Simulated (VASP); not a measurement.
# Ta (P6_3/mmc) in VASP: single point with PBE

Aim: the single point of Ta with PBE.

All numbers are computed with VASP 6.6.1; they aren't measurements. Logs are shortened: lines on timing, memory, paths and dates and some standing lists are left out, and cuts for length are marked.

### Step 1. The cell of the first run

It takes space group P6_3/mmc (No. 194, hexagonal). Conventional cell: a = 2.903 Å, b = 2.903 Å, c = 5.131 Å, α = 90.00°, β = 90.00°, γ = 120.00°. Ta (site symmetry -6m2) has 12 Ta at 2.90 to 3.06 Å within 3.8 Å.

This isn't the form of Ta at room conditions, which is bcc.

### Step 2. Single point, PBE

Contents of INCAR:

```
  PREC = Accurate
  ENCUT = 520
  EDIFF = 1E-7
  ISMEAR = 0
  SIGMA = 0.05
  LREAL = False
  LASPH = True
  NELM = 100
  ALGO = Normal
  ISIF = 2
  LWAVE = False
  LCHARG = False
  GGA = PE
  NBANDS = 18
```

Contents of KPOINTS:

```
regular mesh
0
Gamma
  16 16 10
```

Contents of POSCAR:

```
Ta
1.0
    2.9033305069      0.0000000000      0.0000000000
   -1.4516652534      2.5143579745      0.0000000000
    0.0000000000      0.0000000000      5.1312739269
Ta
2
Direct
    0.3333333333      0.6666666667      0.7500000000
    0.6666666667      0.3333333333      0.2500000000
```

Potentials or basis: VASP PAW PBE potentials, release 64 (Ta_pv).

Run with:

```console
$ cat potpaw_PBE.64/Ta_pv/POTCAR > POTCAR
$ mpirun -np 1 vasp_std > vasp.out
```

OUTCAR:

```text
PREC = Accurate
   ENCUT = 520
   EDIFF = 1E-7
   ISMEAR = 0
   LREAL = False
   LASPH = True
   NELM = 100
   ISIF = 2
   GGA = PE

 ion  position               nearest neighbor table
   1  0.333  0.667  0.750-   2 3.06   2 3.06   2 3.06   2 3.06   2 3.06   2 3.06
   2  0.667  0.333  0.250-   1 3.06   1 3.06   1 3.06   1 3.06   1 3.06   1 3.06

  LATTYP: Found a hexagonal cell.
 ALAT       =     2.9033305069
 C/A-ratio  =     1.7673750593

  Lattice vectors:

 A1 = (   2.9033305069,   0.0000000000,   0.0000000000)
 A2 = (  -1.4516652534,   2.5143579745,   0.0000000000)
 A3 = (   0.0000000000,   0.0000000000,   5.1312739269)

Analysis of symmetry for initial positions (statically):
=====================================================================
 Subroutine PRICEL returns:
 Original cell was already a primitive cell.

 Routine SETGRP: Setting up the symmetry group for a
 hexagonal supercell.

 Subroutine GETGRP returns: Found 24 space group operations
 (whereof 12 operations were pure point group operations)
 out of a pool of 24 trial point group operations.

The static configuration has the point symmetry D_3d.
 The point group associated with its full space group is D_6h.

Analysis of symmetry for dynamics (positions and initial velocities):
=====================================================================
 Subroutine PRICEL returns:
 Original cell was already a primitive cell.

 Routine SETGRP: Setting up the symmetry group for a
 hexagonal supercell.

 Subroutine GETGRP returns: Found 24 space group operations
 (whereof 12 operations were pure point group operations)
 out of a pool of 24 trial point group operations.

The dynamic configuration has the point symmetry D_3d.
 The point group associated with its full space group is D_6h.

 Subroutine INISYM returns: Found 24 space group operations
 (whereof 12 operations are pure point group operations),
 and found     1 'primitive' translations

----------------------------------------------------------------------------------------

                                     Primitive cell

  volume of cell :      37.4584

  direct lattice vectors                    reciprocal lattice vectors
     2.903330507  0.000000000  0.000000000     0.344432023  0.198857921  0.000000000
    -1.451665253  2.514357975  0.000000000     0.000000000  0.397715842  0.000000000
     0.000000000  0.000000000  5.131273927     0.000000000  0.000000000  0.194883379

  length of vectors
     2.903330507  2.903330507  5.131273927     0.397715842  0.397715842  0.194883379

  position of ions in fractional coordinates (direct lattice)
     0.333333333  0.666666667  0.750000000
     0.666666667  0.333333333  0.250000000

  ion indices of the primitive-cell ions
   primitive index   ion index
                 1           1
                 2           2

----------------------------------------------------------------------------------------

 KPOINTS: regular mesh

Automatic generation of k-mesh.
 Grid dimensions read from file:
 generate k-points for:   16   16   10

 Generating k-lattice:

  Cartesian coordinates                     Fractional coordinates (reciprocal lattice)
     0.021527001  0.012428620  0.000000000     0.062500000  0.000000000  0.000000000
     0.000000000  0.024857240  0.000000000     0.000000000  0.062500000  0.000000000
     0.000000000  0.000000000  0.019488338     0.000000000  0.000000000  0.100000000

  Length of vectors
     0.024857240  0.024857240  0.019488338

  Shift w.r.t. Gamma in fractional coordinates (k-lattice)
     0.000000000  0.000000000  0.000000000

 Subroutine IBZKPT returns following result:
 ===========================================

 Found    180 irreducible k-points:

 Following reciprocal coordinates:
            Coordinates               Weight
  0.000000  0.000000  0.000000      1.000000
  0.062500  0.000000  0.000000      6.000000
  0.125000  0.000000  0.000000      6.000000
  0.187500  0.000000  0.000000      6.000000
  0.250000  0.000000  0.000000      6.000000
  0.312500  0.000000  0.000000      6.000000
[... 16 lines left out ...]
  0.187500  0.187500  0.000000      6.000000
  0.250000  0.187500  0.000000     12.000000
 [... further k-points ...]
   k-points           NKPTS =    180   k-points in BZ     NKDIM =    180   number of bands    NBANDS=     18
   number of dos      NEDOS =    301   number of ions     NIONS =      2
   total plane-waves  NPLWV =  23040
   dimension x,y,z NGX =    24 NGY =   24 NGZ =   40
   dimension x,y,z NGXF=    48 NGYF=   48 NGZF=   80
   ions per type =               2
   NGX,Y,Z   is equivalent  to a cutoff of  13.74, 13.74, 12.96 a.u.
   NGXF,Y,Z  is equivalent  to a cutoff of  27.49, 27.49, 25.92 a.u.
 SYSTEM =  unknown system
   PREC   = accura    normal or accurate (medium, high low for compatibility)
   ISTART =      0    job   : 0-new  1-cont  2-samecut
   ICHARG =      2    charge: 1-file 2-atom 10-const
   ISPIN  =      1    spin polarized calculation?
   LNONCOLLINEAR =      F non collinear calculations
   LSORBIT =      F    spin-orbit coupling
   LASPH  =      T    aspherical Exc in radial PAW
   ENCUT  =  520.0 eV  38.22 Ry    6.18 a.u.   5.40  5.40  9.54*2*pi/ulx,y,z
   NELM   =    100;   NELMIN=  2; NELMDL= -5     # of ELM steps
   EDIFF  = 0.1E-06   stopping-criterion for ELM
   LREAL  =      F    real-space projection
   EDIFFG = 0.1E-05   stopping-criterion for IOM
   NSW    =      0    number of steps for IOM
   IBRION =     -1    ionic relax: 0-MD 1-quasi-New 2-CG
   NFREE  =      0    steps in history (QN), initial steepest desc. (CG)
   ISIF   =      2    stress and relaxation
   ISYM   =      2    0-nonsym 1-usesym 2-fastsym
   POTIM  = 0.5000    time-step for ionic-motion
   TEBEG  =    0.0;   TEEND  =   0.0 temperature during run
   PSTRESS=    0.0 pullay stress
   NELECT =      22.0000    total number of electrons
   NUPDOWN=      -1.0000    fix difference up-down
   EMIN   =  10.00;   EMAX   =-10.00  energy-range for DOS
   EFERMI =   0.00;   METHOD = LEGACY
   ISMEAR =     0;   SIGMA  =   0.05  broadening in eV -4-tet -1-fermi 0-gaus
   EFERMI_NEDOS =   21; number of points for ismear=-14 and -15
   IALGO  =     38    algorithm
   IMIX   =      4    mixing-type and parameters
     AMIX     =   0.40;   BMIX     =  1.00
     AMIX_MAG =   1.60;   BMIX_MAG =  1.00
  volume/ion in A,a.u.               =      18.73       126.39
  Fermi-wavevector in a.u.,A,eV,Ry     =   1.370985  2.590787 25.573520  1.879601
  Thomas-Fermi vector in A             =   2.496723
   LORBIT       =      0    0 simple, 1 ext, 2 COOP (PROOUT), +10 PAW based schemes
   GGA     = PE    functional components
   LHFCALC =     F    Hartree Fock is set to
   AEXX    =    0.0000 exact exchange contribution
   IVDW    =     0    specifies the selected vdW correction
   LEPSILON=     F    determine dielectric tensor
   LRPA    =     F    only Hartree local field effects (RPA)
 non-spin polarized calculation
 Gauss-broadening in eV      SIGMA  =   0.05
  energy-cutoff  :      520.00
  volume of cell :       37.46
 maximum number of plane-waves:      1039
 NGX is ok and might be reduce to    24
   NGX = 11   NGY = 11   NGZ = 19

 number of electron      22.0000003 magnetization

 Free energy of the ion-electron system (eV)
  ---------------------------------------------------
  ext. energy  EPLUGINS =         0.00000000
  ---------------------------------------------------
  free energy    TOTEN  =       -23.06618941 eV

  energy without entropy =      -23.06319315  energy(sigma->0) =      -23.06469128

 E-fermi :   5.5859     XC(G=0): -12.4079

 val. band max:        5.5826543482   @ k =   0.2500   0.1875   0.0000
 cond. band min:       5.5944571271   @ k =   0.3750   0.1875   0.0000
 fundamental gap:      0.0118027790
 Fermi energy:         5.5859245088

 k-point     1 :       0.0000    0.0000    0.0000
  band No.  band energies     occupation
      1     -28.9587      2.00000
      2     -28.1184      2.00000
      3     -28.0346      2.00000
      4     -28.0346      2.00000
      5     -27.9478      2.00000
      6     -27.9478      2.00000
[... 10 lines left out ...]
     17      10.7402      0.00000
     18      10.7402      0.00000

 k-point     2 :       0.0625    0.0000    0.0000
  band No.  band energies     occupation
      1     -28.9461      2.00000
      2     -28.1201      2.00000
      3     -28.0747      2.00000
      4     -28.0457      2.00000
      5     -27.9890      2.00000
      6     -27.9551      2.00000
[... 10 lines left out ...]
     17      10.8073      0.00000
     18      11.0766      0.00000

 k-point     3 :       0.1250    0.0000    0.0000
  band No.  band energies     occupation
      1     -28.9094      2.00000
      2     -28.1882      2.00000
      3     -28.1257      2.00000
      4     -28.1041      2.00000
      5     -28.0765      2.00000
      6     -27.9761      2.00000
[... 10 lines left out ...]
     17      10.9507      0.00000
     18      11.8566      0.00000

 k-point     4 :       0.1875    0.0000    0.0000
  band No.  band energies     occupation
      1     -28.8520      2.00000
      2     -28.3564      2.00000
      3     -28.2713      2.00000
      4     -28.1364      2.00000
      5     -28.1215      2.00000
      6     -28.0081      2.00000
[... 375 lines left out ...]
      4     -28.3954      2.00000
      5     -28.2741      2.00000
      6     -28.2472      2.00000
[... 10 lines left out ...]
     17      13.3866      0.00000
     18      14.1936      0.00000

 k-point    23 :       0.1875    0.1875    0.0000
  band No.  band energies     occupation
      1     -28.6785      2.00000
      2     -28.6766      2.00000
      3     -28.6668      2.00000
      4     -28.2819      2.00000
      5     -28.1901      2.00000
      6     -28.1857      2.00000
[... 10 lines left out ...]
     17      10.7498      0.00000
     18      13.7655      0.00000

 k-point    24 :       0.2500    0.1875    0.0000
  band No.  band energies     occupation
      1     -28.7989      2.00000
      2     -28.7490      2.00000
      3     -28.6028      2.00000
      4     -28.3671      2.00000
      5     -28.2645      2.00000
      6     -28.2175      2.00000
[... 10 lines left out ...]
     17      11.9706      0.00000
     18      14.3043      0.00000

 [... further k-points ...]

------------------------ aborting loop because EDIFF is reached ----------------------------------------

  FORCE on cell =-STRESS in cart. coord.  units (eV):
  Direction    XX          YY          ZZ          XY          YZ          ZX
  --------------------------------------------------------------------------------------
  -------------------------------------------------------------------------------------
  Total        0.0189681      0.0189681      0.0108020      0.0000000      0.0000000     -0.0000000
  in kB        0.8113058      0.8113058      0.4620254      0.0000000      0.0000000     -0.0000000
  external PRESSURE =       0.6948790 kB  Pullay stress =       0.0000000 kB

 VOLUME and BASIS-vectors are now :
 -----------------------------------------------------------------------------
  energy-cutoff  :      520.00
  volume of cell :       37.46
      direct lattice vectors                 reciprocal lattice vectors
     2.903330507  0.000000000  0.000000000     0.344432023  0.198857921  0.000000000
    -1.451665253  2.514357975  0.000000000     0.000000000  0.397715842  0.000000000
     0.000000000  0.000000000  5.131273927     0.000000000  0.000000000  0.194883379

 POSITION                                       TOTAL-FORCE (eV/Angst)
 -----------------------------------------------------------------------------------
     -0.00000      1.67624      3.84846        -0.000000      0.000000      0.000000
      1.45167      0.83812      1.28282         0.000000     -0.000000      0.000000
 -----------------------------------------------------------------------------------
    total drift:                               -0.000000      0.000000     -0.000000

  FREE ENERGIE OF THE ION-ELECTRON SYSTEM (eV)
  ---------------------------------------------------
  free  energy   TOTEN  =       -23.0661894058 eV

  energy  without entropy=      -23.0631931461  energy(sigma->0) =      -23.06469128
```

Run time: 2.9 min. Hardware: 1 thread of AMD EPYC 7R13, shared host; peak memory 0.2 GiB.

Results:

```yaml
Free_energy: -23.0662 eV
Pressure: 0.1 GPa
Band_gap_on_the_k_mesh: zero (bands 11 and 12 overlap by 2.21 eV)
```

Levels at points of the mesh, in eV from the Fermi level:
| k point | band 9 | band 10 | band 11 | band 12 | band 13 | band 14 |
| --- | --- | --- | --- | --- | --- | --- |
| (0.00, 0.00, 0.00) | -0.47 | -0.04 | 0.60 | 0.60 | 1.19 | 1.19 |
| (0.50, 0.00, 0.00) | -3.31 | -0.48 | -0.30 | 0.56 | 0.83 | 5.61 |
| (0.00, 0.00, 0.50) | -1.12 | -1.12 | 0.65 | 0.65 | 0.65 | 0.65 |
| (0.50, 0.00, 0.50) | -2.26 | -2.26 | 1.49 | 1.49 | 2.59 | 2.59 |

Caveat: spin-orbit coupling is left out, which moves the levels of the heavy elements.
